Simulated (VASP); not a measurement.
A run of VASP 6.6.1:

The input POSCAR:

```
AlNi
1.0
    2.8625652349      0.0000000000      0.0000000000
    0.0000000000      2.8625652349      0.0000000000
    0.0000000000      0.0000000000      2.8625652349
Ni Al
1 1
Direct
    0.5000000000      0.5000000000      0.5000000000
    0.0000000000      0.0000000000      0.0000000000
```

Contents of INCAR.step1:

```
SYSTEM = AlNi
ALGO = Normal
EDIFF = 1E-4
ENCUT = 520
GGA = PE
ISMEAR = -1
ISPIN = 2
LASPH = .TRUE.
LCHARG = .FALSE.
LMAXMIX = 4
LREAL = .FALSE.
LWAVE = .TRUE.
MAGMOM = 1 0
NBANDS = 18
NELM = 150
PREC = Accurate
SIGMA = 0.05
```

INCAR.step2

```
SYSTEM = AlNi
ALGO = Normal
EDIFF = 1E-7
ENCUT = 520
ISIF = 2
ISMEAR = -1
ISPIN = 2
ISTART = 1
LASPH = .TRUE.
LCHARG = .TRUE.
LELF = .TRUE.
LMAXMIX = 4
LMIXTAU = .TRUE.
LORBIT = 11
LREAL = .FALSE.
LVHAR = .TRUE.
LWAVE = .FALSE.
MAGMOM = 1 0
METAGGA = R2SCAN
NBANDS = 18
NELM = 150
PREC = Accurate
SIGMA = 0.05
```

KPOINTS

```
k-points
0
G
  9 9 9
  0 0 0
```

Potentials or basis: VASP PAW PBE potentials, release 64 (Ni, Al).

Launch:

```bash
$ cat potpaw_PBE.64/Ni/POTCAR potpaw_PBE.64/Al/POTCAR > POTCAR
$ cp INCAR.step1 INCAR
$ mpirun -np 1 vasp_std > vasp.out
$ cp INCAR.step2 INCAR
$ mpirun -np 1 vasp_std > vasp.out
```

Hardware: 1 thread of Intel Xeon 8259CL (shared host).

Q: How long does it take, and how much memory?

A: Wall time 2.4 min on 1 thread of Intel Xeon 8259CL, on a shared host, peak memory 0.17 GiB. Counts: k points 35.
